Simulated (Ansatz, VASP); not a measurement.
Two plane-wave programs on TiAl3

File INCAR:

```
SYSTEM = TiAl3
ALGO = Fast
EDIFF = 1E-6
ENCUT = 520
GGA = PE
ISIF = 2
ISMEAR = 0
LASPH = .True.
LCHARG = .False.
LREAL = .False.
LWAVE = .False.
NBANDS = 18
NELM = 100
PREC = Accurate
SIGMA = 0.15
```

Contents of KPOINTS:

```
k-points
0
Gamma
  14 14 14
  0 0 0
```

Contents of POSCAR:

```
TiAl3
1.0
   -1.9225789803      1.9225789803      4.3111351100
    1.9225789803     -1.9225789803      4.3111351100
    1.9225789803      1.9225789803     -4.3111351100
Ti Al
1 3
Direct
    0.0000000000      0.0000000000      0.0000000000
    0.5000000000      0.5000000000      0.0000000000
    0.7500000000      0.2195721213      0.4695721213
    0.2500000000      0.7804278787      0.5304278787
```

Input for Ansatz:

```yaml
crystal:
  lattice:
    - [-1.9225789803, 1.9225789803, 4.31113511]
    - [1.9225789803, -1.9225789803, 4.31113511]
    - [1.9225789803, 1.9225789803, -4.31113511]
  atoms:
    - { symbol: Ti, position: [0.0, 0.0, 0.0] }
    - { symbol: Al, position: [0.5, 0.5, 0.0] }
    - { symbol: Al, position: [0.75, 0.2195721213, 0.4695721213] }
    - { symbol: Al, position: [0.25, 0.7804278787, 0.5304278787] }
basis:
  ecutwfc: 520.0
kpoints:
  mp_grid: { grid: [14, 14, 14] }
hamiltonian:
  xc: pbe
  pseudopotentials: { kind: paw, azcp: { folder: soft_1 } }
scf:
  occupations: { method: gaussian, width: 0.15 }
output:
  forces: true
  stress: true
  eigenvalues: true
```

Change from the starting cell: mode 9 frozen in at -0.117 Å, strain +e along z and -e/2 along x and y +0.0000.

Alike in both runs: task single point; functional PBE; k mesh 14 × 14 × 14; occupations gaussian, width 0.15 eV; no spin polarisation.

|  | VASP | Ansatz |
| --- | --- | --- |
| version | VASP 6.6.1 | Ansatz 0.2.0 |
| potentials or method | VASP PAW PBE potentials, release 64 (Ti_sv, Al), cutoff 520 eV | scalar-relativistic, plane waves, PAW |
| valence electrons in the cell | 21 | 21 |

```csv
,VASP,Ansatz,Ansatz less VASP
gap on the k mesh at the Fermi level (eV),none,none,-
pressure (GPa),1.0,1.0,0.00
"traceless stress, the component that is largest in VASP (GPa)",1.04,1.05,+0.010
rms of the force components (eV/Å),0.530,0.530,-0.0008
```

Atom by atom the forces differ by 0.001 eV/Å (rms over components). A gap of «none» marks a metal or a gap that the smearing closes. With one functional, cell and mesh, what is left measures potentials, basis and numerics.
